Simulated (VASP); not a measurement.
Set up this calculation in VASP 6.6.1, as the native input.

| Item | Value |
| --- | --- |
| Task | single point |
| Functional | PBE |
| Dispersion | D3(BJ) |
| Potentials or basis | VASP PAW PBE potentials, release 64 (Al) |
| Cutoff | 520 eV |
| k mesh | 18 × 18 × 4 |
| Occupations | gaussian, width 0.15 eV |
| Spin | no spin polarisation |
| Dipole correction | no |
| Further INCAR settings | ALGO = Normal; EDIFF = 1e-06; NBANDS = 14 |

The structure of Al lies in POSCAR:

```
Al
1.0
    2.8144222649      0.0000000000      0.0000000000
   -1.4072111325      2.4373611784      0.0000000000
    0.0000000000      0.0000000000      9.2410470711
Al
4
Direct
    0.0000000000      0.0000000000      0.0000000000
    0.3333333333      0.6666666667      0.2500000000
    0.0000000000      0.0000000000      0.5000000000
    0.6666666667      0.3333333333      0.7500000000
```

This isn't the form of Al at room conditions, which is fcc.

The input as run:

INCAR

```
  PREC = Accurate
  ENCUT = 520
  EDIFF = 1E-6
  ISMEAR = 0
  SIGMA = 0.15
  LREAL = F
  LASPH = T
  NELM = 80
  ALGO = Normal
  ISIF = 2
  LWAVE = F
  LCHARG = F
  GGA = PE
  IVDW = 12
  NBANDS = 14
```

KPOINTS

```
Automatic mesh
0
Gamma
  18 18 4
```

Potentials or basis: VASP PAW PBE potentials, release 64 (Al).

Run with:

```sh
$ cat potpaw_PBE.64/Al/POTCAR > POTCAR
$ mpirun -np 1 vasp_std > vasp.out
```

Results of the run:

| Quantity | Value |
| --- | --- |
| Pressure | 0.0 GPa |
| Band gap on the k mesh | zero (bands 6 and 7 overlap by 5.51 eV) |
| Dispersion energy per atom | -0.351 eV |

It took 23 s on 1 thread of Intel(R) Xeon(R) 6975P-C (Granite Rapids), on a shared host, peak memory 0.23 GiB.
